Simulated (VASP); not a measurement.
A run of VASP 6.6.1:

The input INCAR:

```
PREC = Accurate
ENCUT = 520
EDIFF = 1E-6
ISMEAR = 0
SIGMA = 0.1
LREAL = False
LASPH = True
NELM = 80
ALGO = Normal
ISIF = 2
LWAVE = False
LCHARG = False
GGA = PE
NBANDS = 28
```

File KPOINTS:

```
regular mesh
0
Gamma
  4 4 4
```

The input POSCAR:

```
BaTiO3
1.0
    4.0194174579      0.0000000000      0.0000000000
    0.0000000000      4.0194174579      0.0000000000
    0.0000000000      0.0000000000      4.0194174579
Ba Ti O
1 1 3
Direct
    0.5000000000      0.5000000000      0.5000000000
    0.0000000000      0.0000000000      0.0000000000
    0.5000000000      0.0000000000      0.0000000000
    0.0000000000      0.5000000000      0.0000000000
    0.0000000000      0.0000000000      0.5000000000
```

Potentials or basis: VASP PAW PBE potentials, release 64 (Ba_sv, Ti_sv, O).

Launch:

```bash
$ cat potpaw_PBE.64/Ba_sv/POTCAR potpaw_PBE.64/Ti_sv/POTCAR potpaw_PBE.64/O/POTCAR > POTCAR
$ mpirun -np 1 vasp_std > vasp.out
```

Hardware: 1 thread of Intel(R) Xeon(R) Platinum 8259CL CPU @ 2.50GHz (Skylake/Cascade Lake), on a shared host.

Q: How long does it take, and how much memory?

A: It took 32 s on 1 thread of Intel(R) Xeon(R) Platinum 8259CL CPU @ 2.50GHz (Skylake/Cascade Lake), with other jobs on the host, peak memory 0.17 GiB. Counts: scf iterations 17, k points 10.
